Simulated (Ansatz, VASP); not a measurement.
IrRu2 in VASP and in Ansatz

```
Ru Ir
1.0
     2.73238    0.00000    0.00000
    -1.36619    2.36631    0.00000
     0.00000    0.00000   12.99675
Ru Ir
4 2
Direct
  0.33333 0.66667 0.91910
  0.33333 0.66667 0.58090
  0.66667 0.33333 0.08090
  0.66667 0.33333 0.41910
  0.33333 0.66667 0.25000
  0.66667 0.33333 0.75000
```

Alike in both runs: functional PBE; k mesh 18 × 18 × 4; occupations gaussian, width 0.1 eV; no spin polarisation.

Ansatz relaxed the structure, and its values are those at the end. VASP's run is a single point on that final structure, the one shown.

```csv
,VASP,Ansatz
version,VASP 6.6.1,Ansatz 0.2.0
potentials or method,"VASP PAW PBE potentials, release 64 (Ru_pv, Ir), cutoff 520 eV","scalar-relativistic, plane waves, PAW"
valence electrons in the cell,74,98
```

```csv
,VASP,Ansatz,Ansatz less VASP
gap on the k mesh at the Fermi level (eV),none,none,-
pressure (GPa),0.1,0.0,-0.09
rms of the force components (eV/Å),0.008,0.001,-0.0068
```

A gap of «none» marks a metal or a gap that the smearing closes. VASP's potentials hold 74 valence electrons a cell and Ansatz's 98, so a difference there can come from the potentials and not from the codes.

Spin-orbit coupling is off throughout.
